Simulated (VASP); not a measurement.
Wanted: the native input for a VASP 6.6.1 run.

| Item | Value |
| --- | --- |
| Task | single point |
| Functional | LDA |
| Potentials or basis | VASP PAW LDA potentials, release 64 (Na_pv) |
| Cutoff | 520 eV |
| k mesh | 15 × 15 × 8 |
| Occupations | gaussian, width 0.15 eV |
| Spin | no spin polarisation |
| Dipole correction | no |
| Further INCAR settings | ALGO = Fast; EDIFF = 1e-06; NBANDS = 14 |

The structure of Na lies in POSCAR:

```
Na
1.0
    3.6209798977      0.0000000000      0.0000000000
   -1.8104899489      3.1358605780      0.0000000000
    0.0000000000      0.0000000000      5.8981745703
Na
2
Direct
    0.2689032601      0.6666666667      0.1760788241
    0.7310967399      0.3333333333      0.8239211759
```

This cell differs from its parent crystal: atoms displaced along several vibrational modes.

One way to write it, as run:

INCAR

```
SYSTEM = Na
PREC = Accurate
ENCUT = 520
EDIFF = 1E-6
ISMEAR = 0
SIGMA = 0.15
LREAL = .False.
LASPH = .True.
NELM = 100
ALGO = Fast
ISIF = 2
LWAVE = .False.
LCHARG = .True.
GGA = CA
LELF = .True.
LVHAR = .True.
NBANDS = 14
```

KPOINTS

```
regular mesh
0
Gamma
  15 15 8
  0 0 0
```

Potentials or basis: VASP PAW LDA potentials, release 64 (Na_pv).

The run is started by

```bash
$ cat potpaw_LDA.64/Na_pv/POTCAR > POTCAR
$ mpirun -np 1 vasp_std > vasp.out
```

It gave:

```yaml
Pressure: 1.8 GPa
Largest_force: 0.956 eV/Å
Band_gap_on_the_k_mesh: zero (bands 7 and 8 overlap by 3.46 eV)
```

Caveat: the cell differs from its parent crystal (atoms displaced along several vibrational modes).

Run time: 17 min on 1 thread of Intel Xeon 8259CL, with other jobs on the host, peak memory 0.65 GiB.
